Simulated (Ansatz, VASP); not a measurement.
## Two plane-wave programs on MgS

File INCAR:

```
ALGO = Normal
EDIFF = 1E-6
ENCUT = 520
GGA = PE
ISIF = 2
ISMEAR = -1
LASPH = True
LCHARG = True
LELF = True
LREAL = False
LVHAR = True
LWAVE = False
NBANDS = 11
NELM = 60
PREC = Accurate
SIGMA = 0.02
```

Contents of KPOINTS:

```
k-points
0
Gamma
  8 8 8
```

POSCAR

```
MgS
1.0
    0.0000000000      2.6015179373      2.6015179373
    2.5924126245      0.0000000000      2.6015179373
    2.5924126245      2.6015179373      0.0000000000
Mg S
1 1
Direct
    0.0000000000      0.0000000000      0.0000000000
    0.5000000000      0.5000000000      0.5000000000
```

Input for Ansatz:

```yaml
crystal:
  lattice:
    - [0.0, 2.6015179373, 2.6015179373]
    - [2.5924126245, 0.0, 2.6015179373]
    - [2.5924126245, 2.6015179373, 0.0]
  atoms:
    - { symbol: Mg, position: [0.0, 0.0, 0.0] }
    - { symbol: S, position: [0.5, 0.5, 0.5] }
kpoints:
  mp_grid: { grid: [8, 8, 8] }
  band_path:
    path:
      - [0.0, 0.0, 0.0]
      - [0.5, 0.0, 0.5]
      - [0.625, 0.25, 0.625]
      - [0.375, 0.375, 0.75]
      - [0.5, 0.5, 0.5]
      - [0.5, 0.25, 0.75]
    npoints: 1
hamiltonian:
  xc: pbe
scf:
  occupations: { method: fermi_dirac, width: 0.02 }
  n_extra_bands: 4
output:
  forces: true
  stress: true
  eigenvalues: true
```

Change from the starting cell: uniaxial_x strain -0.3%.

Alike in both runs: task single point; functional PBE; k mesh 8 × 8 × 8; occupations fermi-dirac, width 0.02 eV; no spin polarisation.

```csv
,VASP,Ansatz
version,VASP 6.6.1,Ansatz 0.2.0
potentials or method,"VASP PAW PBE potentials, release 64 (Mg, S)","plane waves, PAW"
plane-wave cutoff (eV),520,420
valence electrons in the cell,8,16
```

```tsv
	VASP	Ansatz	Ansatz less VASP
gap on the k mesh at the Fermi level (eV)	2.77	2.78	+0.014
pressure (GPa)	1.2	1.5	+0.30
traceless stress, the component that is largest in VASP (GPa)	0.25	0.25	+0.001
```

VASP's potentials hold 8 valence electrons a cell and Ansatz's 16, so a difference there can come from the potentials and not from the codes.
